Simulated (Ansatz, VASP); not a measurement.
**BiSb3O2: VASP beside Ansatz**

```
Sb Bi O
1.0
     0.00000    6.09747    6.09747
     6.09747    0.00000    6.09747
     6.09747    6.09747    0.00000
Sb Bi O
6 2 4
Direct
  0.12500 0.12500 0.12500
  0.12500 0.12500 0.62500
  0.12500 0.62500 0.12500
  0.62500 0.12500 0.12500
  0.50000 0.50000 0.50000
  0.75000 0.75000 0.75000
  0.00000 0.00000 0.00000
  0.25000 0.25000 0.25000
  0.62500 0.62500 0.62500
  0.62500 0.62500 0.12500
  0.62500 0.12500 0.62500
  0.12500 0.62500 0.62500
```

Alike in both runs: functional PBE; k mesh 4 × 4 × 4; occupations gaussian, width 0.1 eV; no spin polarisation.

Ansatz relaxed the structure, and its values are those at the end. VASP's run is a single point on that final structure, the one shown.

|  | VASP | Ansatz |
| --- | --- | --- |
| version | VASP 6.6.1 | Ansatz 0.2.0 |
| potentials or method | VASP PAW PBE potentials, release 64 (Sb, Bi_d, O), cutoff 520 eV | scalar-relativistic, plane waves, PAW |
| valence electrons in the cell | 84 | 144 |

```csv
,VASP,Ansatz,Ansatz less VASP
gap on the k mesh at the Fermi level (eV),none,none,-
pressure (GPa),-0.1,0.0,+0.09
```

A gap of «none» marks a metal or a gap that the smearing closes. VASP's potentials hold 84 valence electrons a cell and Ansatz's 144, so a difference there can come from the potentials and not from the codes.

Neither program's run includes spin-orbit coupling.
